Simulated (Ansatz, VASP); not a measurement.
**Au3S: VASP beside Ansatz**

```xyz
4
Lattice="4.1494 0.0000 0.0000 0.0000 4.1494 0.0000 0.0000 0.0000 4.1494" Properties=species:S:1:pos:R:3 pbc="T T T"
S     0.0000    0.0000    0.0000
Au    0.0000    2.0747    2.0747
Au    2.0747    0.0000    2.0747
Au    2.0747    2.0747    0.0000
```

Alike in both runs: functional PBE; k mesh 4 × 4 × 4; occupations gaussian, width 0.1 eV; no spin polarisation.

Ansatz relaxed the structure, and its values are those at the end. VASP's run is a single point on that final structure, the one shown.

|  | VASP | Ansatz |
| --- | --- | --- |
| version | VASP 6.6.1 | Ansatz 0.2.0 |
| potentials or method | VASP PAW PBE potentials, release 64 (S, Au), cutoff 520 eV | scalar-relativistic, plane waves, PAW |
| valence electrons in the cell | 39 | 63 |

Ansatz gave:

```
gap on the k mesh at the Fermi level (eV) : none
pressure (GPa)                            : 0.1
```

Task: Which values does VASP return?

Result: gap on the k mesh at the Fermi level (eV): none; pressure (GPa): -0.2.

A gap of «none» marks a metal or a gap that the smearing closes. With one functional, cell and mesh, what is left measures potentials, basis and numerics. VASP's potentials hold 39 valence electrons a cell and Ansatz's 63, so a difference there can come from the potentials and not from the codes.

The k mesh is coarse, so the values compare programs but aren't converged. Neither program's run includes spin-orbit coupling.
